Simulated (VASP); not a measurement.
Set up this calculation in VASP 6.6.1, as the native input.

- Task: single point
- Functional: PBE
- Potentials or basis: VASP PAW PBE potentials, release 64 (Li_sv, F)
- Cutoff: 750 eV
- k mesh: 10 × 10 × 10
- Occupations: gaussian, width 0.1 eV
- Spin: no spin polarisation
- Dipole correction: no
- Further INCAR settings: ALGO = Normal; EDIFF = 1e-06; NBANDS = 12

The structure of LiF lies in POSCAR:

```
LiF
1.0
    0.0000000000      1.9044106931      1.9044106931
    1.9044106931      0.0000000000      1.9044106931
    1.9044106931      1.9044106931      0.0000000000
Li F
1 1
Direct
    0.0000000000      0.0000000000      0.0000000000
    0.5000000000      0.5000000000      0.5000000000
```

The input as run:

INCAR

```
SYSTEM = LiF
PREC     = Accurate       ! precision mode
ENCUT    = 750            ! plane-wave cutoff, eV
EDIFF    = 1E-6           ! SCF threshold, eV
ISMEAR   = 0              ! smearing method
SIGMA    = 0.1            ! smearing width, eV
LREAL    = .FALSE.        ! projectors in reciprocal space
LASPH    = .TRUE.         ! aspherical terms in the spheres
NELM     = 120            ! most SCF steps
ALGO     = Normal         ! electronic algorithm
ISIF     = 2              ! what is computed and relaxed
LWAVE    = .FALSE.        ! write WAVECAR
LCHARG   = .FALSE.        ! write CHGCAR
GGA      = PE             ! functional
NBANDS   = 12             ! bands
GGA_COMPAT= .FALSE.
```

KPOINTS

```
Automatic mesh
0
G
  10 10 10
  0 0 0
```

Potentials or basis: VASP PAW PBE potentials, release 64 (Li_sv, F).

Command:

```bash
$ cat potpaw_PBE.64/Li_sv/POTCAR potpaw_PBE.64/F/POTCAR > POTCAR
$ mpirun -np 1 vasp_std > vasp.out
```

Results of the run:

```
Pressure               : 19.3 GPa
Band gap on the k mesh : 10.74 eV
```

Caveat: the cell stands under pressure.

Wall time 8.9 s on 1 thread of Intel(R) Xeon(R) Platinum 8259CL CPU @ 2.50GHz (Skylake/Cascade Lake), with other jobs on the host, peak memory 0.14 GiB.
